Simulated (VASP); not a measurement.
# Ir (Im-3m) in VASP: a series of runs, part 2 of 2

VASP 6.6.1. Earlier steps stand in the parts before.

### 3 Single point, r2SCAN

This run uses another cell than the first one, of 14.73 Å³/atom, 0.995 times its volume.

POSCAR

```
Ir
1.0
   -1.5441066769      1.5441066769      1.5441066769
    1.5441066769     -1.5441066769      1.5441066769
    1.5441066769      1.5441066769     -1.5441066769
Ir
1
Direct
    0.0000000000      0.0000000000      0.0000000000
```

INCAR.step1

```
SYSTEM = Ir
PREC     = Accurate       ! precision mode
ENCUT    = 520            ! plane-wave cutoff, eV
ISMEAR   = -1             ! smearing method
SIGMA    = 0.1            ! smearing width, eV
LREAL    = .False.        ! projectors in reciprocal space
LASPH    = .True.         ! aspherical terms in the spheres
NELM     = 80             ! most SCF steps
NBANDS   = 10             ! bands
GGA      = PE             ! functional
ALGO     = Normal         ! electronic algorithm
EDIFF    = 1E-4           ! SCF threshold, eV
LWAVE    = .True.         ! write WAVECAR
LCHARG   = .False.        ! write CHGCAR
```

INCAR.step2

```
SYSTEM = Ir
PREC     = Accurate       ! precision mode
ENCUT    = 520            ! plane-wave cutoff, eV
EDIFF    = 1E-7           ! SCF threshold, eV
ISMEAR   = -1             ! smearing method
SIGMA    = 0.1            ! smearing width, eV
LREAL    = .False.        ! projectors in reciprocal space
LASPH    = .True.         ! aspherical terms in the spheres
NELM     = 80             ! most SCF steps
ALGO     = Normal         ! electronic algorithm
ISIF     = 2              ! what is computed and relaxed
LWAVE    = .False.        ! write WAVECAR
LCHARG   = .False.        ! write CHGCAR
METAGGA  = R2SCAN         ! meta-GGA
LMIXTAU  = .True.       
NBANDS   = 10             ! bands
ISTART   = 1
```

KPOINTS

```
regular mesh
0
Gamma
  14 14 14
  0 0 0
```

Potentials or basis: VASP PAW PBE potentials, release 64 (Ir).

The run is started by

```bash
$ cat potpaw_PBE.64/Ir/POTCAR > POTCAR
$ cp INCAR.step1 INCAR
$ mpirun -np 1 vasp_std > vasp.out
$ cp INCAR.step2 INCAR
$ mpirun -np 1 vasp_std > vasp.out
```

OUTCAR:

```text
SYSTEM = Ir
   PREC = Accurate
   ENCUT = 520
   EDIFF = 1E-7
   ISMEAR = -1
   LREAL = .False.
   LASPH = .True.
   NELM = 80
   ISIF = 2
   METAGGA = R2SCAN
   ISTART = 1

 ion  position               nearest neighbor table
   1  0.000  0.000  0.000-

  LATTYP: Found a body centered cubic cell.
 ALAT       =     3.0882133538

  Lattice vectors:

 A1 = (  -1.5441066769,   1.5441066769,   1.5441066769)
 A2 = (   1.5441066769,  -1.5441066769,   1.5441066769)
 A3 = (   1.5441066769,   1.5441066769,  -1.5441066769)

Analysis of symmetry for initial positions (statically):
=====================================================================
 Subroutine PRICEL returns:
 Original cell was already a primitive cell.

 Routine SETGRP: Setting up the symmetry group for a
 body centered cubic supercell.

 Subroutine GETGRP returns: Found 48 space group operations
 (whereof 48 operations were pure point group operations)
 out of a pool of 48 trial point group operations.

The static configuration has the point symmetry O_h .

Analysis of symmetry for dynamics (positions and initial velocities):
=====================================================================
 Subroutine PRICEL returns:
 Original cell was already a primitive cell.

 Routine SETGRP: Setting up the symmetry group for a
 body centered cubic supercell.

 Subroutine GETGRP returns: Found 48 space group operations
 (whereof 48 operations were pure point group operations)
 out of a pool of 48 trial point group operations.

The dynamic configuration has the point symmetry O_h .

 Subroutine INISYM returns: Found 48 space group operations
 (whereof 48 operations are pure point group operations),
 and found     1 'primitive' translations

----------------------------------------------------------------------------------------

                                     Primitive cell

  volume of cell :      14.7262

  direct lattice vectors                    reciprocal lattice vectors
    -1.544106677  1.544106677  1.544106677     0.000000000  0.323811824  0.323811824
     1.544106677 -1.544106677  1.544106677     0.323811824  0.000000000  0.323811824
     1.544106677  1.544106677 -1.544106677     0.323811824  0.323811824  0.000000000

  length of vectors
     2.674471217  2.674471217  2.674471217     0.457939074  0.457939074  0.457939074

  position of ions in fractional coordinates (direct lattice)
     0.000000000  0.000000000  0.000000000

  ion indices of the primitive-cell ions
   primitive index   ion index
                 1           1

----------------------------------------------------------------------------------------

 KPOINTS: regular mesh

Automatic generation of k-mesh.
 Grid dimensions read from file:
 generate k-points for:   14   14   14

 Generating k-lattice:

  Cartesian coordinates                     Fractional coordinates (reciprocal lattice)
     0.000000000  0.023129416  0.023129416     0.071428571  0.000000000  0.000000000
     0.023129416  0.000000000  0.023129416     0.000000000  0.071428571  0.000000000
     0.023129416  0.023129416  0.000000000     0.000000000  0.000000000  0.071428571

  Length of vectors
     0.032709934  0.032709934  0.032709934

  Shift w.r.t. Gamma in fractional coordinates (k-lattice)
     0.000000000  0.000000000  0.000000000

 Subroutine IBZKPT returns following result:
 ===========================================

 Found    104 irreducible k-points:

 Following reciprocal coordinates:
            Coordinates               Weight
  0.000000  0.000000  0.000000      1.000000
  0.071429  0.000000  0.000000     12.000000
  0.142857  0.000000  0.000000     12.000000
  0.214286  0.000000  0.000000     12.000000
  0.285714  0.000000  0.000000     12.000000
  0.357143  0.000000  0.000000     12.000000
[... 16 lines left out ...]
  0.285714  0.285714  0.000000     24.000000
  0.357143  0.285714  0.000000     24.000000
 [... further k-points ...]
   k-points           NKPTS =    104   k-points in BZ     NKDIM =    104   number of bands    NBANDS=     10
   number of dos      NEDOS =    301   number of ions     NIONS =      1
   total plane-waves  NPLWV =   8000
   dimension x,y,z NGX =    20 NGY =   20 NGZ =   20
   dimension x,y,z NGXF=    40 NGYF=   40 NGZF=   40
   ions per type =               1
   NGX,Y,Z   is equivalent  to a cutoff of  12.43, 12.43, 12.43 a.u.
   NGXF,Y,Z  is equivalent  to a cutoff of  24.86, 24.86, 24.86 a.u.
 SYSTEM =  Ir
   PREC   = accura    normal or accurate (medium, high low for compatibility)
   ISTART =      1    job   : 0-new  1-cont  2-samecut
   ICHARG =      0    charge: 1-file 2-atom 10-const
   ISPIN  =      1    spin polarized calculation?
   LNONCOLLINEAR =      F non collinear calculations
   LSORBIT =      F    spin-orbit coupling
   LASPH  =      T    aspherical Exc in radial PAW
   ENCUT  =  520.0 eV  38.22 Ry    6.18 a.u.   4.97  4.97  4.97*2*pi/ulx,y,z
   NELM   =     80;   NELMIN=  2; NELMDL=  0     # of ELM steps
   EDIFF  = 0.1E-06   stopping-criterion for ELM
   LREAL  =      F    real-space projection
   EDIFFG = 0.1E-05   stopping-criterion for IOM
   NSW    =      0    number of steps for IOM
   IBRION =     -1    ionic relax: 0-MD 1-quasi-New 2-CG
   NFREE  =      0    steps in history (QN), initial steepest desc. (CG)
   ISIF   =      2    stress and relaxation
   ISYM   =      2    0-nonsym 1-usesym 2-fastsym
   POTIM  = 0.5000    time-step for ionic-motion
   TEBEG  =    0.0;   TEEND  =   0.0 temperature during run
   PSTRESS=    0.0 pullay stress
   NELECT =       9.0000    total number of electrons
   NUPDOWN=      -1.0000    fix difference up-down
   EMIN   =  10.00;   EMAX   =-10.00  energy-range for DOS
   EFERMI =   0.00;   METHOD = LEGACY
   ISMEAR =    -1;   SIGMA  =   0.10  broadening in eV -4-tet -1-fermi 0-gaus
   EFERMI_NEDOS =   21; number of points for ismear=-14 and -15
   IALGO  =     38    algorithm
   IMIX   =      4    mixing-type and parameters
     AMIX     =   0.40;   BMIX     =  1.00
     AMIX_MAG =   1.60;   BMIX_MAG =  1.00
  volume/ion in A,a.u.               =      14.73        99.38
  Fermi-wavevector in a.u.,A,eV,Ry     =   1.389286  2.625370 26.260822  1.930116
  Thomas-Fermi vector in A             =   2.513331
   LORBIT       =      0    0 simple, 1 ext, 2 COOP (PROOUT), +10 PAW based schemes
   METAGGA = R2SCAN    functional components
   LHFCALC =     F    Hartree Fock is set to
   AEXX    =    0.0000 exact exchange contribution
   IVDW    =     0    specifies the selected vdW correction
   LEPSILON=     F    determine dielectric tensor
   LRPA    =     F    only Hartree local field effects (RPA)
 non-spin polarized calculation
  energy-cutoff  :      520.00
  volume of cell :       14.73
 maximum number of plane-waves:       410
   NGX =  9   NGY =  9   NGZ =  9

 number of electron       9.0000001 magnetization

 Free energy of the ion-electron system (eV)
  ---------------------------------------------------
  ext. energy  EPLUGINS =         0.00000000
  ---------------------------------------------------
  free energy    TOTEN  =       -51.72497994 eV

  energy without entropy =      -51.65683603  energy(sigma->0) =      -51.69090798

 E-fermi :   9.2458     XC(G=0): -15.0319

 val. band max:        9.2454598154   @ k =  -0.2857   0.3571   0.0714
 cond. band min:       9.2507825463   @ k =   0.3571   0.1429   0.1429
 fundamental gap:      0.0053227309
 Fermi energy:         9.2458146154

 k-point     1 :       0.0000    0.0000    0.0000
  band No.  band energies     occupation
      1      -1.5757      2.00000
      2       5.6280      2.00000
      3       5.6280      2.00000
      4       5.6280      2.00000
      5       8.6901      1.99231
      6       8.6901      1.99231
      7      27.1708      0.00000
      8      27.1708      0.00000
      9      27.1708      0.00000
     10      38.2445      0.00000
[... 287 lines left out ...]
 k-point    24 :       0.3571    0.2857    0.0000
  band No.  band energies     occupation
      1       3.1732      2.00000
      2       4.5458      2.00000
      3       5.2983      2.00000
      4       8.8378      1.96676
      5       9.2917      0.77465
      6      16.2618      0.00000
      7      17.1640      0.00000
      8      19.7393      0.00000
      9      27.2339      0.00000
     10      33.3123      0.00000

 [... further k-points ...]

------------------------ aborting loop because EDIFF is reached ----------------------------------------

  FORCE on cell =-STRESS in cart. coord.  units (eV):
  Direction    XX          YY          ZZ          XY          YZ          ZX
  --------------------------------------------------------------------------------------
  -------------------------------------------------------------------------------------
  Total        0.2107865      0.2107865      0.2107865      0.0000000      0.0000000      0.0000000
  in kB       22.9330273     22.9330273     22.9330273      0.0000000      0.0000000      0.0000000
  external PRESSURE =      22.9330273 kB  Pullay stress =       0.0000000 kB

 VOLUME and BASIS-vectors are now :
 -----------------------------------------------------------------------------
  energy-cutoff  :      520.00
  volume of cell :       14.73
      direct lattice vectors                 reciprocal lattice vectors
    -1.544106677  1.544106677  1.544106677     0.000000000  0.323811824  0.323811824
     1.544106677 -1.544106677  1.544106677     0.323811824  0.000000000  0.323811824
     1.544106677  1.544106677 -1.544106677     0.323811824  0.323811824  0.000000000

 POSITION                                       TOTAL-FORCE (eV/Angst)
 -----------------------------------------------------------------------------------
      0.00000      0.00000      0.00000         0.000000     -0.000000      0.000000
 -----------------------------------------------------------------------------------
    total drift:                                0.000000     -0.000000      0.000000

  FREE ENERGIE OF THE ION-ELECTRON SYSTEM (eV)
  ---------------------------------------------------
  free  energy   TOTEN  =       -51.7249799412 eV

  energy  without entropy=      -51.6568360254  energy(sigma->0) =      -51.69090798
```

Wall time 92 s (1 thread of AMD EPYC 7R43 (Zen 3), shared host); peak memory 0.11 GiB.

What came out:

```yaml
Free_energy: -51.7250 eV
Pressure: 2.3 GPa
```

Caveat: the PAW data sets were made with another functional, which shifts forces and pressure a little; spin-orbit coupling is left out, which moves the levels of the heavy elements.
